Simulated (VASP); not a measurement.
# Zn in VASP: relaxation of the atoms with PBE

Aim: the relaxation of the atoms of Zn with PBE.

Everything below comes from runs of VASP 6.6.1. Logs are shortened: lines on timing, memory, paths and dates and some standing lists are left out, and cuts for length are marked.

**1. The cell of the first run**

The cell holds a slab with vacuum, 3 atoms: a = 2.636 Å, b = 2.636 Å, c = 21.093 Å, α = 90.00°, β = 90.00°, γ = 120.00°.

**2. Relaxation of the atoms, PBE**

File INCAR:

```
SYSTEM = Zn
PREC = Accurate
ENCUT = 520
EDIFF = 1E-6
ISMEAR = -1
SIGMA = 0.08
LREAL = .FALSE.
LASPH = .TRUE.
NELM = 100
ALGO = Normal
ISIF = 2
LWAVE = .FALSE.
LCHARG = .FALSE.
LDIPOL = .TRUE.
IDIPOL = 3
DIPOL = 0.5 0.5 0.500
GGA = PE
IBRION = 2
NSW = 32
EDIFFG = -0.01
```

File KPOINTS:

```
Automatic mesh
0
G
  16 16 1
  0 0 0
```

File POSCAR:

```
Zn
1.0
    2.6356265346      0.0000000000      0.0000000000
   -1.3178132673      2.2825195338      0.0000000000
    0.0000000000      0.0000000000     21.0925000000
Zn
3
Direct
    0.0000000000      0.0000000000      0.3831600234
    0.3333333333      0.6666666667      0.4999999894
    0.0000000000      0.0000000000      0.6168399872
```

Potentials or basis: VASP PAW PBE potentials, release 64 (Zn).

Started as:

```console
$ cat potpaw_PBE.64/Zn/POTCAR > POTCAR
$ mpirun -np 1 vasp_std > vasp.out
```

OUTCAR:

```text
SYSTEM = Zn
   PREC = Accurate
   ENCUT = 520
   EDIFF = 1E-6
   ISMEAR = -1
   LREAL = .FALSE.
   LASPH = .TRUE.
   NELM = 100
   ISIF = 2
   GGA = PE
   IBRION = 2
   NSW = 32
   EDIFFG = -0.01

 ion  position               nearest neighbor table
   1  0.000  0.000  0.383-   2 2.90   2 2.90   2 2.90
   2  0.333  0.667  0.500-   1 2.90   1 2.90   1 2.90   3 2.90   3 2.90   3 2.90
   3  0.000  0.000  0.617-   2 2.90   2 2.90   2 2.90

  LATTYP: Found a hexagonal cell.
 ALAT       =     2.6356265346
 C/A-ratio  =     8.0028409652

  Lattice vectors:

 A1 = (   2.6356265346,   0.0000000000,   0.0000000000)
 A2 = (  -1.3178132673,   2.2825195338,   0.0000000000)
 A3 = (   0.0000000000,   0.0000000000,  21.0925000000)

Analysis of symmetry for initial positions (statically):
=====================================================================
 Subroutine PRICEL returns:
 Original cell was already a primitive cell.

 Routine SETGRP: Setting up the symmetry group for a
 hexagonal supercell.

 Subroutine GETGRP returns: Found 12 space group operations
 (whereof 12 operations were pure point group operations)
 out of a pool of 24 trial point group operations.

The static configuration has the point symmetry D_3h.

Analysis of symmetry for dynamics (positions and initial velocities):
=====================================================================
 Subroutine PRICEL returns:
 Original cell was already a primitive cell.

 Routine SETGRP: Setting up the symmetry group for a
 hexagonal supercell.

 Subroutine GETGRP returns: Found 12 space group operations
 (whereof 12 operations were pure point group operations)
 out of a pool of 24 trial point group operations.

The dynamic configuration has the point symmetry D_3h.

 Subroutine INISYM returns: Found 12 space group operations
 (whereof 12 operations are pure point group operations),
 and found     1 'primitive' translations

----------------------------------------------------------------------------------------

                                     Primitive cell

  volume of cell :     126.8897

  direct lattice vectors                    reciprocal lattice vectors
     2.635626535  0.000000000  0.000000000     0.379416426  0.219056176  0.000000000
    -1.317813267  2.282519534  0.000000000     0.000000000  0.438112351  0.000000000
     0.000000000  0.000000000 21.092500000     0.000000000  0.000000000  0.047410217

  length of vectors
     2.635626535  2.635626535 21.092500000     0.438112351  0.438112351  0.047410217

  position of ions in fractional coordinates (direct lattice)
     0.000000000  0.000000000  0.383160023
     0.333333333  0.666666667  0.499999989
     0.000000000  0.000000000  0.616839987

  ion indices of the primitive-cell ions
   primitive index   ion index
                 1           1
                 2           2
                 3           3

----------------------------------------------------------------------------------------

 KPOINTS: Automatic mesh

Automatic generation of k-mesh.
 Grid dimensions read from file:
 generate k-points for:   16   16    1

 Generating k-lattice:

  Cartesian coordinates                     Fractional coordinates (reciprocal lattice)
     0.023713527  0.013691011  0.000000000     0.062500000  0.000000000  0.000000000
     0.000000000  0.027382022  0.000000000     0.000000000  0.062500000  0.000000000
     0.000000000  0.000000000  0.047410217     0.000000000  0.000000000  1.000000000

  Length of vectors
     0.027382022  0.027382022  0.047410217

  Shift w.r.t. Gamma in fractional coordinates (k-lattice)
     0.000000000  0.000000000  0.000000000

 Subroutine IBZKPT returns following result:
 ===========================================

 Found     30 irreducible k-points:

 Following reciprocal coordinates:
            Coordinates               Weight
  0.000000  0.000000  0.000000      1.000000
  0.062500  0.000000  0.000000      6.000000
  0.125000  0.000000  0.000000      6.000000
  0.187500  0.000000  0.000000      6.000000
  0.250000  0.000000  0.000000      6.000000
  0.312500  0.000000  0.000000      6.000000
[... 16 lines left out ...]
  0.187500  0.187500  0.000000      6.000000
  0.250000  0.187500  0.000000     12.000000
 [... further k-points ...]
   k-points           NKPTS =     30   k-points in BZ     NKDIM =     30   number of bands    NBANDS=     22
   number of dos      NEDOS =    301   number of ions     NIONS =      3
   total plane-waves  NPLWV =  64000
   dimension x,y,z NGX =    20 NGY =   20 NGZ =  160
   dimension x,y,z NGXF=    40 NGYF=   40 NGZF=  320
   ions per type =               3
   NGX,Y,Z   is equivalent  to a cutoff of  12.62, 12.62, 12.61 a.u.
   NGXF,Y,Z  is equivalent  to a cutoff of  25.23, 25.23, 25.22 a.u.
 SYSTEM =  Zn
   PREC   = accura    normal or accurate (medium, high low for compatibility)
   ISTART =      0    job   : 0-new  1-cont  2-samecut
   ICHARG =      2    charge: 1-file 2-atom 10-const
   ISPIN  =      1    spin polarized calculation?
   LNONCOLLINEAR =      F non collinear calculations
   LSORBIT =      F    spin-orbit coupling
   LASPH  =      T    aspherical Exc in radial PAW
   ENCUT  =  520.0 eV  38.22 Ry    6.18 a.u.   4.90  4.90 39.22*2*pi/ulx,y,z
   NELM   =    100;   NELMIN=  2; NELMDL= -5     # of ELM steps
   EDIFF  = 0.1E-05   stopping-criterion for ELM
   LREAL  =      F    real-space projection
   EDIFFG = -.1E-01   stopping-criterion for IOM
   NSW    =     32    number of steps for IOM
   IBRION =      2    ionic relax: 0-MD 1-quasi-New 2-CG
   NFREE  =      1    steps in history (QN), initial steepest desc. (CG)
   ISIF   =      2    stress and relaxation
   ISYM   =      2    0-nonsym 1-usesym 2-fastsym
   POTIM  = 0.5000    time-step for ionic-motion
   TEBEG  =    0.0;   TEEND  =   0.0 temperature during run
   PSTRESS=    0.0 pullay stress
   NELECT =      36.0000    total number of electrons
   NUPDOWN=      -1.0000    fix difference up-down
   EMIN   =  10.00;   EMAX   =-10.00  energy-range for DOS
   EFERMI =   0.00;   METHOD = LEGACY
   ISMEAR =    -1;   SIGMA  =   0.08  broadening in eV -4-tet -1-fermi 0-gaus
   EFERMI_NEDOS =   21; number of points for ismear=-14 and -15
   IALGO  =     38    algorithm
   IMIX   =      4    mixing-type and parameters
     AMIX     =   0.40;   BMIX     =  1.00
     AMIX_MAG =   1.60;   BMIX_MAG =  1.00
  volume/ion in A,a.u.               =      42.30       285.43
  Fermi-wavevector in a.u.,A,eV,Ry     =   1.075722  2.032820 15.744370  1.157179
  Thomas-Fermi vector in A             =   2.211587
   LORBIT       =      0    0 simple, 1 ext, 2 COOP (PROOUT), +10 PAW based schemes
   GGA     = PE    functional components
   LHFCALC =     F    Hartree Fock is set to
   AEXX    =    0.0000 exact exchange contribution
   IVDW    =     0    specifies the selected vdW correction
   LEPSILON=     F    determine dielectric tensor
   LRPA    =     F    only Hartree local field effects (RPA)
 conjugate gradient relaxation of ions
 non-spin polarized calculation
  energy-cutoff  :      520.00
  volume of cell :      126.89
 maximum number of plane-waves:      3465
 NGX is ok and might be reduce to    20
   NGX =  9   NGY =  9   NGZ = 79

 number of electron      35.9999970 magnetization

 dipolmoment           0.000000      0.000000      0.000000 electrons x Angstroem

 Free energy of the ion-electron system (eV)
  ---------------------------------------------------
  ext. energy  EPLUGINS =         0.00000000
  ---------------------------------------------------
  free energy    TOTEN  =        -3.09553233 eV

  energy without entropy =       -3.07326015  energy(sigma->0) =       -3.08439624

 E-fermi :  -1.6731     XC(G=0):  -4.9122

 val. band max:       -1.6805423779   @ k =   0.3750   0.1875   0.0000
 cond. band min:      -1.6042391819   @ k =   0.2500   0.2500   0.0000
 fundamental gap:      0.0763031959
 Fermi energy:        -1.6730661988

 k-point     1 :       0.0000    0.0000    0.0000
  band No.  band energies     occupation
      1     -11.5233      2.00000
      2     -10.3853      2.00000
      3     -10.1145      2.00000
      4      -9.3474      2.00000
      5      -9.1892      2.00000
      6      -9.1892      2.00000
[... 14 lines left out ...]
     21       2.0418      0.00000
     22       2.3613      0.00000

 k-point     2 :       0.0625    0.0000    0.0000
  band No.  band energies     occupation
      1     -11.4066      2.00000
      2     -10.2893      2.00000
      3     -10.0546      2.00000
      4      -9.3371      2.00000
      5      -9.2042      2.00000
      6      -9.1613      2.00000
[... 14 lines left out ...]
     21       2.1526      0.00000
     22       2.4748      0.00000

 k-point     3 :       0.1250    0.0000    0.0000
  band No.  band energies     occupation
      1     -11.0650      2.00000
      2     -10.0273      2.00000
      3      -9.8969      2.00000
      4      -9.3138      2.00000
      5      -9.2367      2.00000
      6      -9.1066      2.00000
[... 14 lines left out ...]
     21       2.4846      0.00000
     22       2.8149      0.00000
[... 476 lines left out ...]
 k-point    23 :       0.1875    0.1875    0.0000
  band No.  band energies     occupation
      1      -9.4970      2.00000
      2      -9.4839      2.00000
      3      -9.4590      2.00000
      4      -9.3699      2.00000
      5      -9.2321      2.00000
      6      -9.1758      2.00000
[... 14 lines left out ...]
     21       4.9942      0.00000
     22       5.3201      0.00000

 k-point    24 :       0.2500    0.1875    0.0000
  band No.  band energies     occupation
      1      -9.5446      2.00000
      2      -9.5316      2.00000
      3      -9.4390      2.00000
      4      -9.2923      2.00000
      5      -9.2746      2.00000
      6      -9.1500      2.00000
[... 14 lines left out ...]
     21       3.9782      0.00000
     22       4.4302      0.00000

 [... further k-points ...]

------------------------ aborting loop because EDIFF is reached ----------------------------------------

 vacuum level on the upper side and lower side of the slab       (xc-potential included)        -0.316        -0.316

  FORCE on cell =-STRESS in cart. coord.  units (eV):
  Direction    XX          YY          ZZ          XY          YZ          ZX
  --------------------------------------------------------------------------------------
  -------------------------------------------------------------------------------------
  Total       -0.4031648     -0.4031648      0.0345326      0.0000000     -0.0000000      0.0000000
  in kB       -5.0905744     -5.0905744      0.4360269      0.0000000     -0.0000000      0.0000000
  external PRESSURE =      -3.2483739 kB  Pullay stress =       0.0000000 kB

 VOLUME and BASIS-vectors are now :
 -----------------------------------------------------------------------------
  energy-cutoff  :      520.00
  volume of cell :      126.89
      direct lattice vectors                 reciprocal lattice vectors
     2.635626535  0.000000000  0.000000000     0.379416426  0.219056176  0.000000000
    -1.317813267  2.282519534  0.000000000     0.000000000  0.438112351  0.000000000
     0.000000000  0.000000000 21.092500000     0.000000000  0.000000000  0.047410217

 POSITION                                       TOTAL-FORCE (eV/Angst)
 -----------------------------------------------------------------------------------
      0.00000      0.00000      8.08180        -0.000000     -0.000000     -0.007354
     -0.00000      1.52168     10.54625         0.000000      0.000000      0.000000
      0.00000      0.00000     13.01070        -0.000000      0.000000      0.007354
 -----------------------------------------------------------------------------------
    total drift:                               -0.000001      0.000001      0.000001

  FREE ENERGIE OF THE ION-ELECTRON SYSTEM (eV)
  ---------------------------------------------------
  free  energy   TOTEN  =        -3.0955323266 eV

  energy  without entropy=       -3.0732601528  energy(sigma->0) =       -3.08439624

 reached required accuracy - stopping structural energy minimisation

 vacuum level on the upper side and lower side of the slab         2.304         2.304
```

Run time: 1.9 min. Hardware: 1 thread of Intel Xeon 8259CL, shared host; peak memory 0.27 GiB.

What came out:

| Property | Result |
| --- | --- |
| Free energy | -3.0955 eV |
| Largest force after relaxing | 0.007 eV/Å |
| Band gap on the k mesh | zero (bands 18 and 19 overlap by 3.45 eV) |

Forces on the atoms (eV/Å):
```
Zn   0.000  0.000 -0.007
Zn   0.000  0.000  0.000
Zn   0.000  0.000  0.007
```

Final structure:
```cif
data_structure
_symmetry_space_group_name_H-M 'P 1'
_symmetry_Int_Tables_number 1
_cell_length_a 2.6356
_cell_length_b 2.6356
_cell_length_c 21.0925
_cell_angle_alpha 90.000
_cell_angle_beta 90.000
_cell_angle_gamma 120.000
_cell_volume 126.89
loop_
_atom_site_label
_atom_site_type_symbol
_atom_site_fract_x
_atom_site_fract_y
_atom_site_fract_z
_atom_site_occupancy
Zn1 Zn 0.00000 0.00000 0.38316 1
Zn2 Zn 0.33333 0.66667 0.50000 1
Zn3 Zn 0.00000 0.00000 0.61684 1
```

Caveat: the relaxation stopped at its first step, so nothing moved.
